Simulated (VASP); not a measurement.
A run of VASP 6.6.1 is set up as follows.

Contents of INCAR:

```
ALGO = Fast ; EDIFF = 1E-6
ENCUT = 520 ; GGA = PE
ISIF = 2 ; ISMEAR = 0
LASPH = T ; LCHARG = T
LELF = T ; LREAL = F
LVHAR = T ; LWAVE = F
NBANDS = 41 ; NELM = 60
PREC = Accurate ; SIGMA = 0.1
```

KPOINTS

```
k-points
0
Gamma
  12 12 12
```

POSCAR

```
Ti5Si
1.0
    2.5802878719      1.4897298974      4.5025153463
   -2.5802878719      1.4897298974      4.5025153463
    0.0000000000     -2.9794597949      4.5025153462
Ti Si
5 1
Direct
    0.1513883603      0.1513883603      0.1513883603
    0.6023366918      0.3976633082      0.0000000000
    0.0000000000      0.6023366918      0.3976633082
    0.8486116397      0.8486116397      0.8486116397
    0.3976633082      0.0000000000      0.6023366918
    0.5000000000      0.5000000000      0.5000000000
```

Potentials or basis: VASP PAW PBE potentials, release 64 (Ti_sv, Si).

The run is started by

```console
$ cat potpaw_PBE.64/Ti_sv/POTCAR potpaw_PBE.64/Si/POTCAR > POTCAR
$ mpirun -np 1 vasp_std > vasp.out
```

(1) What does it give for the pressure?

(2) What does it give for the band gap on the k mesh?

Results:

(1) -6.5 GPa.

(2) zero (bands 32 and 33 overlap by 0.54 eV).

Caveat: the cell stands under tension.
